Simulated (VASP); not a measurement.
**Hf: single point with PBEsol**

Hf:

```xyz
1
Lattice="0.0000 1.9616 1.9616 1.9616 0.0000 1.9616 1.9616 1.9616 0.0000" Properties=species:S:1:pos:R:3 pbc="T T T"
Hf    0.0000    0.0000    0.0000
```

* Program: VASP 6.6.1
* Task: single point
* Functional: PBEsol
* Potentials or basis: VASP PAW PBE potentials, release 64 (Hf_pv)
* Cutoff: 520 eV
* k mesh: 17 × 17 × 17
* Occupations: fermi-dirac, width 0.1 eV
* Spin: no spin polarisation

The pressure is 70.0 GPa and the band gap on the k mesh is zero (band 5 reaches 9.04 eV, above the bottom of band 6 at 6.99 eV).

Levels at points of the mesh, in eV from the Fermi level:
```csv
k point,band 3,band 4,band 5,band 6,band 7,band 8
"(0.00, 0.00, 0.00)",-28.57,-8.32,1.31,1.31,1.31,5.83
```

Wall time 11 s on 1 thread of Intel Xeon 6975P-C (shared host), peak memory 0.16 GiB.

Caveat: the PAW data sets were made with another functional, which shifts forces and pressure a little; spin-orbit coupling is left out, which moves the levels of the heavy elements.
